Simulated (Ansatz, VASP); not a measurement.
I in VASP and in Ansatz

INCAR

```
SYSTEM = I
  ALGO = Normal
  EDIFF = 1E-7
  ENCUT = 520
  GGA = CA
  ISIF = 2
  ISMEAR = -1
  LASPH = .TRUE.
  LCHARG = .TRUE.
  LELF = .TRUE.
  LREAL = .FALSE.
  LVHAR = .TRUE.
  LWAVE = .FALSE.
  NBANDS = 22
  NELM = 60
  PREC = Accurate
  SIGMA = 0.05
```

KPOINTS

```
k-points
0
G
  4 4 2
  0 0 0
```

File POSCAR:

```
I
1.0
    3.5886574692     -2.1413150360      0.0000000000
    3.5886574692      2.1413150360      0.0000000000
    0.0000000000      0.0000000000      9.6272130010
I
4
Direct
    0.8254264989      0.1745735011      0.1231842597
    0.6745735011      0.3254264989      0.6231842597
    0.1745735011      0.8254264989      0.8768157403
    0.3254264989      0.6745735011      0.3768157403
```

Input for Ansatz:

```yaml
crystal:
  lattice:
    - [3.5886574692, -2.141315036, 0.0]
    - [3.5886574692, 2.141315036, 0.0]
    - [0.0, 0.0, 9.627213001]
  atoms:
    - { symbol: I, position: [0.8254264989, 0.1745735011, 0.1231842597] }
    - { symbol: I, position: [0.6745735011, 0.3254264989, 0.6231842597] }
    - { symbol: I, position: [0.1745735011, 0.8254264989, 0.8768157403] }
    - { symbol: I, position: [0.3254264989, 0.6745735011, 0.3768157403] }
hamiltonian:
  xc: lda
  pseudopotentials:
    kind: paw
    azcp:
      I: "pseudopotentials/I.paw.azcp"
basis:
  ecutwfc: 420
  fft_grid_basis: typed
kpoints:
  mp_grid: { grid: [4, 4, 2], shift: [0, 0, 0] }
magnetization:
  spin_polarized: false
scf:
  occupations: { method: fermi_dirac, width: 0.05 }
  lower_state_search: "off"
output:
  stress: true
```

Alike in both runs: task single point; functional LDA; k mesh 4 × 4 × 2; occupations fermi-dirac, width 0.05 eV; no spin polarisation.

|  | VASP | Ansatz |
| --- | --- | --- |
| version | VASP 6.6.1 | Ansatz 0.2.0 |
| potentials or method | VASP PAW LDA potentials, release 64 (I), cutoff 520 eV | plane waves (420 eV) with PAW, scalar-relativistic |
| valence electrons in the cell | 28 | 68 |

```csv
,VASP,Ansatz,Ansatz less VASP
pressure (GPa),0.0,0.0,0.00
"traceless stress, the component that is largest in VASP (GPa)",-0.07,-0.07,+0.002
```

Ansatz warns that its potentials were made for another functional, while VASP's fit it. LDA's correlation is that of Perdew and Zunger in VASP and of Perdew and Wang (1992) in Ansatz. VASP's potentials hold 28 valence electrons a cell and Ansatz's 68, so a difference there can come from the potentials and not from the codes.

The k mesh is coarse, so the values compare programs but aren't converged. Neither program's run includes spin-orbit coupling.
